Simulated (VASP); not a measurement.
## Sn: single point with HF

The system is Sn.

```xyz
2
Lattice="-3.0328 3.0328 1.5857 3.0328 -3.0328 1.5857 3.0328 3.0328 -1.5857" Properties=species:S:1:pos:R:3 pbc="T T T"
Sn    0.0000    0.0000    0.0000
Sn    0.0000    3.0328    0.7928
```

```json
{"Program": "VASP 6.6.1", "Task": "single point", "Functional": "HF", "Potentials or basis": "VASP PAW PBE potentials, release 64 (Sn_d)", "Cutoff": "520 eV", "k mesh": "5 × 5 × 5", "Occupations": "gaussian, width 0.05 eV", "Spin": "no spin polarisation"}
```

```yaml
Pressure: -0.2 GPa
Band_gap_on_the_k_mesh: zero (bands 14 and 15 overlap by 5.56 eV)
```

Stress tensor (GPa, compression positive):
```
 0.90  0.00  0.00
 0.00  0.90  0.00
 0.00  0.00 -2.28
```

Levels at points of the mesh, in eV from the Fermi level:
```
           k point  band 11  band 12  band 13  band 14  band 15  band 16  band 17  band 18
(0.00, 0.00, 0.00)   -18.15    -7.50    -5.39    -5.39     5.11     9.27     9.27    10.96
```

It took 2.9 h on 1 thread of Oxide Virtual Turin-like Processor, on a shared host, peak memory 0.2 GiB.

Caveat: the k points lie up to 0.45 Å⁻¹ apart, too coarse for converged energies and pressures of a metal; the PAW data sets were made with another functional, which shifts forces and pressure a little; spin-orbit coupling is left out, which moves the levels of the heavy elements.
